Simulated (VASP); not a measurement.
# Te (P6_3/mmc) in VASP: a series of runs

Runs on Te. Level: PBEsol. Tasks: density of states.

Program: VASP 6.6.1. These are calculated values, not measurements. Logs are shortened: lines on timing, memory, paths and dates and some standing lists are left out, and cuts for length are marked.

**1. The cell of the first run**

The structure is hexagonal, space group P6_3/mmc (No. 194). The conventional cell has a = 2.686 Å, b = 2.686 Å, c = 4.249 Å, α = 90.00°, β = 90.00°, γ = 120.00°. Te (site symmetry -6m2) has 12 Te at 2.63 to 2.69 Å within 3.5 Å.

**2. Density of states, PBEsol (volume scaled by 0.45)**

File POSCAR:

```
Te
1.0
    2.6856142709      0.0000000000      0.0000000000
   -1.3428071355      2.3258101833      0.0000000000
    0.0000000000      0.0000000000      4.2493134084
Te
2
Direct
    0.3333333333      0.6666666667      0.2500000000
    0.6666666667      0.3333333333      0.7500000000
```

File INCAR.step1:

```
PREC = Accurate ; ENCUT = 520
EDIFF = 1E-6 ; ISMEAR = -1
SIGMA = 0.08 ; LREAL = F
LASPH = T ; NELM = 100
ALGO = Normal ; ISIF = 2
LWAVE = F ; LCHARG = T
GGA = PS ; NBANDS = 13
```

File KPOINTS.step1:

```
regular mesh
0
Gamma
  14 14 8
```

File INCAR.step2:

```
PREC = Accurate ; ENCUT = 520
EDIFF = 1E-6 ; ISMEAR = -5
SIGMA = 0.08 ; LREAL = F
LASPH = T ; NELM = 100
ALGO = Normal ; ISIF = 2
LWAVE = F ; LCHARG = F
GGA = PS ; LORBIT = 10
NEDOS = 1001 ; ICHARG = 11
```

File KPOINTS.step2:

```
regular mesh
0
Gamma
  21 21 12
```

Potentials or basis: VASP PAW PBE potentials, release 64 (Te).

Run with:

```sh
$ cat potpaw_PBE.64/Te/POTCAR > POTCAR
$ cp INCAR.step1 INCAR
$ cp KPOINTS.step1 KPOINTS
$ mpirun -np 1 vasp_std > vasp.out
$ cp INCAR.step2 INCAR
$ cp KPOINTS.step2 KPOINTS
$ mpirun -np 1 vasp_std > vasp.out
```

OUTCAR:

```text
PREC = Accurate
   ENCUT = 520
   EDIFF = 1E-6
   ISMEAR = -5
   LREAL = F
   LASPH = T
   NELM = 100
   ISIF = 2
   GGA = PS
   LORBIT = 10
   ICHARG = 11

 ion  position               nearest neighbor table
   1  0.333  0.667  0.250-   2 2.63   2 2.63   2 2.63   2 2.63   2 2.63   2 2.63
   2  0.667  0.333  0.750-   1 2.63   1 2.63   1 2.63   1 2.63   1 2.63   1 2.63

  LATTYP: Found a hexagonal cell.
 ALAT       =     2.6856142709
 C/A-ratio  =     1.5822500850

  Lattice vectors:

 A1 = (   2.6856142709,   0.0000000000,   0.0000000000)
 A2 = (  -1.3428071355,   2.3258101833,   0.0000000000)
 A3 = (   0.0000000000,   0.0000000000,   4.2493134084)

Analysis of symmetry for initial positions (statically):
=====================================================================
 Subroutine PRICEL returns:
 Original cell was already a primitive cell.

 Routine SETGRP: Setting up the symmetry group for a
 hexagonal supercell.

 Subroutine GETGRP returns: Found 24 space group operations
 (whereof 12 operations were pure point group operations)
 out of a pool of 24 trial point group operations.

The static configuration has the point symmetry D_3d.
 The point group associated with its full space group is D_6h.

Analysis of symmetry for dynamics (positions and initial velocities):
=====================================================================
 Subroutine PRICEL returns:
 Original cell was already a primitive cell.

 Routine SETGRP: Setting up the symmetry group for a
 hexagonal supercell.

 Subroutine GETGRP returns: Found 24 space group operations
 (whereof 12 operations were pure point group operations)
 out of a pool of 24 trial point group operations.

The dynamic configuration has the point symmetry D_3d.
 The point group associated with its full space group is D_6h.

 Subroutine INISYM returns: Found 24 space group operations
 (whereof 12 operations are pure point group operations),
 and found     1 'primitive' translations

----------------------------------------------------------------------------------------

                                     Primitive cell

  volume of cell :      26.5422

  direct lattice vectors                    reciprocal lattice vectors
[... 94 lines left out ...]
   NFREE  =      0    steps in history (QN), initial steepest desc. (CG)
   ISIF   =      2    stress and relaxation
   ISYM   =      2    0-nonsym 1-usesym 2-fastsym
   POTIM  = 0.5000    time-step for ionic-motion
   TEBEG  =    0.0;   TEEND  =   0.0 temperature during run
   PSTRESS=    0.0 pullay stress
   NELECT =      12.0000    total number of electrons
   NUPDOWN=      -1.0000    fix difference up-down
   EMIN   =  10.00;   EMAX   =-10.00  energy-range for DOS
   EFERMI =   0.00;   METHOD = LEGACY
   ISMEAR =    -5;   SIGMA  =   0.08  broadening in eV -4-tet -1-fermi 0-gaus
   EFERMI_NEDOS =   21; number of points for ismear=-14 and -15
   IALGO  =     38    algorithm
   IMIX   =      4    mixing-type and parameters
     AMIX     =   0.40;   BMIX     =  1.00
     AMIX_MAG =   1.60;   BMIX_MAG =  1.00
  volume/ion in A,a.u.               =      13.27        89.56
  Fermi-wavevector in a.u.,A,eV,Ry     =   1.256482  2.374407 21.480166  1.578748
  Thomas-Fermi vector in A             =   2.390188
   LORBIT       =     10    0 simple, 1 ext, 2 COOP (PROOUT), +10 PAW based schemes
   GGA     = PS    functional components
   LHFCALC =     F    Hartree Fock is set to
   AEXX    =    0.0000 exact exchange contribution
   IVDW    =     0    specifies the selected vdW correction
   LEPSILON=     F    determine dielectric tensor
   LRPA    =     F    only Hartree local field effects (RPA)
 non-spin polarized calculation
 Fermi weights with tetrahedron method with Bloechl corrections
  energy-cutoff  :      520.00
  volume of cell :       26.54
 maximum number of plane-waves:       738
 NGX is ok and might be reduce to    20

 number of electron      12.0000001 magnetization

 Free energy of the ion-electron system (eV)
  ---------------------------------------------------
  ext. energy  EPLUGINS =         0.00000000
  ---------------------------------------------------
  free energy    TOTEN  =         3.96184010 eV

  energy without entropy =        3.96184010  energy(sigma->0) =        3.96184010

 E-fermi :  22.6898     XC(G=0): -13.8204

 val. band max:       23.0785705143   @ k =   0.3810   0.0000   0.5000
 cond. band min:      22.4613057237   @ k =   0.1429   0.1429   0.5000
 fundamental gap:     -0.6172647906
 Fermi energy:        22.6898274356

 k-point     1 :       0.0000    0.0000    0.0000
  band No.  band energies     occupation
      1      -0.6687      2.00000
      2       8.4275      2.00000
      3       8.9102      2.00000
      4      26.6728      0.00000
      5      26.6728      0.00000
      6      29.6656      0.00000
      7      29.6766      0.00000
      8      29.6766      0.00000
      9      30.6188      0.00000
     10      32.1614      0.00000
[... 287 lines left out ...]
 k-point    24 :       0.1905    0.0952    0.0000
  band No.  band energies     occupation
      1       1.2792      2.00000
      2      10.1779      2.00000
      3      10.9825      2.00000
      4      17.2919      2.00000
      5      20.0871      2.00000
      6      25.6276      0.00000
      7      26.1445      0.00000
      8      28.0785      0.00000
      9      28.7375      0.00000
     10      29.1561      0.00000

 [... further k-points ...]
[... 5 lines left out ...]
  --------------------------------------------------------------------------------------
  -------------------------------------------------------------------------------------
  Total       39.4311303     39.4311303     39.5876414     -0.0000000      0.0000000      0.0000000
  in kB     2380.1983035   2380.1983034   2389.6458500     -0.0000001      0.0000000      0.0000000
  external PRESSURE =    2383.3474856 kB  Pullay stress =       0.0000000 kB

 VOLUME and BASIS-vectors are now :
 -----------------------------------------------------------------------------
  energy-cutoff  :      520.00
  volume of cell :       26.54
      direct lattice vectors                 reciprocal lattice vectors
     2.685614271  0.000000000  0.000000000     0.372354292  0.214978851  0.000000000
    -1.342807135  2.325810183  0.000000000     0.000000000  0.429957701  0.000000000
     0.000000000  0.000000000  4.249313408     0.000000000  0.000000000  0.235332136

 POSITION                                       TOTAL-FORCE (eV/Angst)
 -----------------------------------------------------------------------------------
     -0.00000      1.55054      1.06233        -0.000000      0.000000      0.000000
      1.34281      0.77527      3.18699         0.000000     -0.000000      0.000000
 -----------------------------------------------------------------------------------
    total drift:                                0.000000     -0.000000      0.000000

  FREE ENERGIE OF THE ION-ELECTRON SYSTEM (eV)
  ---------------------------------------------------
  free  energy   TOTEN  =         3.9618401034 eV

  energy  without entropy=        3.9618401034  energy(sigma->0) =        3.96184010

 total charge

# of ion       s       p       d       tot
------------------------------------------
    1        1.487   2.182   0.388   4.057
    2        1.487   2.182   0.388   4.057
--------------------------------------------------
tot          2.975   4.365   0.775   8.115
```

OUTCAR.step1:

```text
PREC = Accurate
   ENCUT = 520
   EDIFF = 1E-6
   ISMEAR = -1
   LREAL = F
[... 609 lines left out ...]
     -0.00000      1.55054      1.06233         0.000000      0.000000      0.000000
      1.34281      0.77527      3.18699        -0.000000      0.000000      0.000000
 -----------------------------------------------------------------------------------
    total drift:                                0.000000     -0.000000      0.000000

  FREE ENERGIE OF THE ION-ELECTRON SYSTEM (eV)
  ---------------------------------------------------
  free  energy   TOTEN  =         3.9412674467 eV

  energy  without entropy=        3.9539980598  energy(sigma->0) =        3.94763275
```

It took 27 s on 1 thread of Intel Xeon 6975P-C (Granite Rapids), shared host; peak memory 0.2 GiB.

What came out:

```
Valence electrons inside the program's atomic spheres : Te 4.06
```

Levels at points of the mesh, in eV from the Fermi level:
| k point | band 2 | band 3 | band 4 | band 5 | band 6 | band 7 | band 8 | band 9 | band 10 |
| --- | --- | --- | --- | --- | --- | --- | --- | --- | --- |
| (0.00, 0.00, 0.00) | -14.26 | -13.78 | 3.98 | 3.98 | 6.98 | 6.99 | 6.99 | 7.93 | 9.47 |
| (0.00, 0.00, 0.50) | -21.05 | -2.63 | -2.63 | 5.83 | 5.83 | 5.83 | 5.83 | 7.23 | 7.23 |

Caveat: the cell differs from its parent crystal (volume scaled by 0.45); the PAW data sets were made with another functional, which shifts forces and pressure a little; spin-orbit coupling is left out, which moves the levels of the heavy elements; tetrahedron occupations give inexact forces and stress in metals.

**3. Density of states, PBEsol**

This run uses another cell than the first one, of 29.49 Å³/atom, 2.222 times its volume.

File POSCAR:

```
Te
1.0
    3.9388761561      0.0000000000      0.0000000000
   -1.9694380781      3.4111668136      0.0000000000
    0.0000000000      0.0000000000      4.3898418003
Te
2
Direct
    0.3333333333      0.6666666667      0.2500000000
    0.6666666667      0.3333333333      0.7500000000
```

File INCAR.step1:

```
SYSTEM = Te
PREC     = Accurate       ! precision mode
ENCUT    = 520            ! plane-wave cutoff, eV
EDIFF    = 1E-7           ! SCF threshold, eV
ISMEAR   = -1             ! smearing method
SIGMA    = 0.08           ! smearing width, eV
LREAL    = .False.        ! projectors in reciprocal space
LASPH    = .True.         ! aspherical terms in the spheres
NELM     = 100            ! most SCF steps
ALGO     = Normal         ! electronic algorithm
ISIF     = 2              ! what is computed and relaxed
LWAVE    = .False.        ! write WAVECAR
LCHARG   = .True.         ! write CHGCAR
GGA      = PS             ! functional
NBANDS   = 13             ! bands
```

File KPOINTS.step1:

```
Automatic mesh
0
Gamma
  14 14 8
  0 0 0
```

File INCAR.step2:

```
SYSTEM = Te
PREC     = Accurate       ! precision mode
ENCUT    = 520            ! plane-wave cutoff, eV
EDIFF    = 1E-7           ! SCF threshold, eV
ISMEAR   = -5             ! smearing method
SIGMA    = 0.08           ! smearing width, eV
LREAL    = .False.        ! projectors in reciprocal space
LASPH    = .True.         ! aspherical terms in the spheres
NELM     = 100            ! most SCF steps
ALGO     = Normal         ! electronic algorithm
ISIF     = 2              ! what is computed and relaxed
LWAVE    = .False.        ! write WAVECAR
LCHARG   = .False.        ! write CHGCAR
GGA      = PS             ! functional
LORBIT   = 10             ! projections on sites
NBANDS   = 13             ! bands
NEDOS    = 2001           ! points of the DOS
ICHARG   = 11             ! starting density
```

File KPOINTS.step2:

```
Automatic mesh
0
Gamma
  21 21 12
  0 0 0
```

Potentials or basis: VASP PAW PBE potentials, release 64 (Te).

Run with:

```sh
$ cat potpaw_PBE.64/Te/POTCAR > POTCAR
$ cp INCAR.step1 INCAR
$ cp KPOINTS.step1 KPOINTS
$ mpirun -np 1 vasp_std > vasp.out
$ cp INCAR.step2 INCAR
$ cp KPOINTS.step2 KPOINTS
$ mpirun -np 1 vasp_std > vasp.out
```

Run time: 96 s. Hardware: 1 thread of AMD EPYC 9R45 (Zen 5), shared host; peak memory 0.3 GiB.

It converged, with:

```
Valence electrons inside the program's atomic spheres : Te 3.26
```

Levels at points of the mesh, in eV from the Fermi level:
| k point | band 2 | band 3 | band 4 | band 5 | band 6 | band 7 | band 8 | band 9 | band 10 | band 11 |
| --- | --- | --- | --- | --- | --- | --- | --- | --- | --- | --- |
| (0.00, 0.00, 0.00) | -8.65 | -4.97 | -1.74 | -1.74 | 1.04 | 1.04 | 3.03 | 3.64 | 5.92 | 7.95 |
| (0.00, 0.00, 0.50) | -12.32 | -0.49 | -0.49 | -0.31 | -0.31 | -0.31 | -0.31 | 6.50 | 6.50 | 6.50 |

Caveat: the PAW data sets were made with another functional, which shifts forces and pressure a little; spin-orbit coupling is left out, which moves the levels of the heavy elements; tetrahedron occupations give inexact forces and stress in metals.

**4. Density of states, PBEsol**

This run uses another cell than the first one, of 29.49 Å³/atom, 2.222 times its volume.

POSCAR is that of step 3.

File INCAR.step1:

```
ALGO = Normal
EDIFF = 1E-6
ENCUT = 520
GGA = PS
ISIF = 2
ISMEAR = -1
LASPH = T
LCHARG = T
LREAL = F
LWAVE = F
NBANDS = 13
NELM = 60
PREC = Accurate
SIGMA = 0.08
```

File KPOINTS.step1:

```
k-points
0
Gamma
  14 14 8
```

File INCAR.step2:

```
ALGO = Normal
EDIFF = 1E-6
ENCUT = 520
GGA = PS
ICHARG = 11
ISIF = 2
ISMEAR = -5
LASPH = T
LCHARG = F
LORBIT = 11
LREAL = F
LWAVE = F
NBANDS = 13
NEDOS = 2001
NELM = 60
PREC = Accurate
SIGMA = 0.08
```

File KPOINTS.step2:

```
k-points
0
Gamma
  21 21 12
```

Run with:

```sh
$ cat potpaw_PBE.64/Te/POTCAR > POTCAR
$ cp INCAR.step1 INCAR
$ cp KPOINTS.step1 KPOINTS
$ mpirun -np 1 vasp_std > vasp.out
$ cp INCAR.step2 INCAR
$ cp KPOINTS.step2 KPOINTS
$ mpirun -np 1 vasp_std > vasp.out
```

It took 87 s on 1 thread of AMD EPYC 9R45 (Zen 5), shared host; peak memory 0.3 GiB.

The run converged. Its results:

* Valence electrons inside the program's atomic spheres: Te 3.26

Levels at points of the mesh, in eV from the Fermi level:
```tsv
k point	band 3	band 4	band 5	band 6	band 7	band 8	band 9	band 10
(0.00, 0.00, 0.00)	-4.97	-1.74	-1.74	1.04	1.04	3.03	3.64	5.92
(0.00, 0.00, 0.50)	-0.49	-0.49	-0.31	-0.31	-0.31	-0.31	6.50	6.50
```

Caveat: the PAW data sets were made with another functional, which shifts forces and pressure a little; spin-orbit coupling is left out, which moves the levels of the heavy elements; tetrahedron occupations give inexact forces and stress in metals.
